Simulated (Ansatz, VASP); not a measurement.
# TaN: VASP beside Ansatz

File INCAR:

```
ALGO     = Normal         # electronic algorithm
EDIFF    = 1E-6           # SCF threshold, eV
ENCUT    = 520            # plane-wave cutoff, eV
GGA      = PS             # functional
ISIF     = 2              # what is computed and relaxed
ISMEAR   = 0              # smearing method
LASPH    = True           # aspherical terms in the spheres
LCHARG   = True           # write CHGCAR
LELF     = True           # ELF
LREAL    = False          # projectors in reciprocal space
LVHAR    = True         
LWAVE    = False          # write WAVECAR
NBANDS   = 15             # bands
NELM     = 100            # most SCF steps
PREC     = Accurate       # precision mode
SIGMA    = 0.15           # smearing width, eV
```

Contents of KPOINTS:

```
k-points
0
Gamma
  24 24 24
```

File POSCAR:

```
TaN
1.0
    0.0000000000      2.1550270330      2.1222093625
    2.1550270330      0.0000000000      2.1222093625
    2.1550270330      2.1550270330      0.0000000000
Ta N
1 1
Direct
    0.5000000000      0.5000000000      0.5000000000
    0.0000000000      0.0000000000      0.0000000000
```

Input for Ansatz:

```yaml
crystal:
  lattice:
    - [0.0, 2.155027033, 2.1222093625]
    - [2.155027033, 0.0, 2.1222093625]
    - [2.155027033, 2.155027033, 0.0]
  atoms:
    - { symbol: Ta, position: [0.5, 0.5, 0.5] }
    - { symbol: "N", position: [0.0, 0.0, 0.0] }
basis:
  ecutwfc: 420
kpoints:
  mp_grid: { grid: [24, 24, 24] }
hamiltonian:
  xc: pbesol
scf:
  occupations: { method: gaussian, width: 0.15 }
output:
  forces: true
  stress: true
  eigenvalues: true
```

Change from the starting cell: strain -0.015 along x and y, -0.030 along z, atoms carried along.

Alike in both runs: task single point; functional PBEsol; k mesh 24 × 24 × 24; occupations gaussian, width 0.15 eV; no spin polarisation.

|  | VASP | Ansatz |
| --- | --- | --- |
| version | VASP 6.6.1 | Ansatz 0.2.0 |
| potentials or method | VASP PAW PBE potentials, release 64 (Ta_pv, N), cutoff 520 eV | scalar-relativistic, plane waves, PAW |
| valence electrons in the cell | 16 | 18 |

|  | VASP | Ansatz | Ansatz less VASP |
| --- | --- | --- | --- |
| gap on the k mesh at the Fermi level (eV) | none | none | - |
| pressure (GPa) | 26.4 | 25.0 | -1.37 |
| traceless stress, the component that is largest in VASP (GPa) | 8.87 | 8.79 | -0.073 |

VASP's potentials were made for PBE, not for PBEsol. A gap of «none» marks a metal or a gap that the smearing closes. With one functional, cell and mesh, what is left measures potentials, basis and numerics. VASP's potentials hold 16 valence electrons a cell and Ansatz's 18, so a difference there can come from the potentials and not from the codes.

Spin-orbit coupling is off throughout.
